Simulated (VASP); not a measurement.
The system is Li3Os.

```
CELL_PARAMETERS angstrom
0.00000 4.27000 4.27000
4.27000 0.00000 4.27000
4.27000 4.27000 0.00000
ATOMIC_POSITIONS crystal
Li 0.00000 0.00000 0.00000
Li 0.00000 0.50000 0.00000
Li 0.00000 0.50000 0.50000
Li 0.50000 0.00000 0.00000
Li 0.50000 0.50000 0.00000
Li 0.50000 0.50000 0.50000
Os 0.00000 0.00000 0.50000
Os 0.50000 0.00000 0.50000
```

```yaml
Program: VASP 6.6.1
Task: relaxation of volume and atoms at fixed shape
Functional: LDA
Potentials_or_basis: VASP PAW LDA potentials, release 64 (Li_sv, Os)
Cutoff: 750 eV
k_mesh: 4 × 4 × 4
Occupations: fermi-dirac, width 0.05 eV
Spin: no spin polarisation
```

At the start: pressure -14.5 GPa; volume 19.46 Å³/atom.

Problem. How do energy, volume and symmetry change on relaxing?

Solution. Over 5 steps the energy falls by 486.5 meV/atom and the volume is 12.28 Å³/atom (-36.9 %); space group Cmmm (No. 65, to 0.1 Å) before and after.

The path:
```
step  energy change (eV)  largest force (eV/Å)  pressure (GPa)  volume (Å³)
   1              0.0000                0.0000          -14.54       155.71
   2             -3.0603                0.0000          -10.74       119.19
   3             -3.8589                0.0000           -2.81       101.83
   4             -3.8888                0.0000            0.89        97.16
   5             -3.8916                0.0000           -0.04        98.24
```

Final structure:
```
CELL_PARAMETERS angstrom
0.00000 3.66225 3.66225
3.66225 0.00000 3.66225
3.66225 3.66225 0.00000
ATOMIC_POSITIONS crystal
Li 0.00000 0.00000 0.00000
Li 0.00000 0.50000 0.00000
Li 0.00000 0.50000 0.50000
Li 0.50000 0.00000 0.00000
Li 0.50000 0.50000 0.00000
Li 0.50000 0.50000 0.50000
Os 0.00000 0.00000 0.50000
Os 0.50000 0.00000 0.50000
```

Caveat: the volume moved by over 15 % at a fixed basis, so the end points are rough.
